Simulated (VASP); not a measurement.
Input of a VASP 6.6.1 run:

The input INCAR:

```
ALGO     = Fast           # electronic algorithm
EDIFF    = 1E-7           # SCF threshold, eV
ENCUT    = 520            # plane-wave cutoff, eV
GGA      = PS             # functional
ISIF     = 2              # what is computed and relaxed
ISMEAR   = 0              # smearing method
IVDW     = 12             # dispersion correction
LASPH    = True           # aspherical terms in the spheres
LCHARG   = True           # write CHGCAR
LELF     = True           # ELF
LREAL    = False          # projectors in reciprocal space
LVHAR    = True         
LWAVE    = False          # write WAVECAR
NBANDS   = 14             # bands
NELM     = 60             # most SCF steps
PREC     = Accurate       # precision mode
SIGMA    = 0.15           # smearing width, eV
```

The input KPOINTS:

```
k-points
0
Gamma
  18 18 6
```

The input POSCAR:

```
Al
1.0
    2.8661000000      0.0000000000      0.0000000000
   -1.4330500000      2.4821154098      0.0000000000
    0.0000000000      0.0000000000     11.1775000000
Al
4
Direct
    0.0000000000      0.0000000000      0.0000000000
    0.3333333333      0.6666666667      0.2500000000
    0.0000000000      0.0000000000      0.5000000000
    0.6666666667      0.3333333333      0.7500000000
```

Potentials or basis: VASP PAW PBE potentials, release 64 (Al).

The run is started by

```bash
$ cat potpaw_PBE.64/Al/POTCAR > POTCAR
$ mpirun -np 1 vasp_std > vasp.out
```

(1) Predict the dispersion energy per atom.

(2) Predict the band gap on the k mesh.

(3) Predict the pressure.

Answers

(1) -0.262 eV.

(2) zero (band 6 reaches 8.32 eV, above the bottom of band 7 at 4.83 eV).

(3) -10.7 GPa.

Caveat: the PAW data sets were made with another functional, which shifts forces and pressure a little; pairwise dispersion overbinds metals, which lowers pressure and volume.
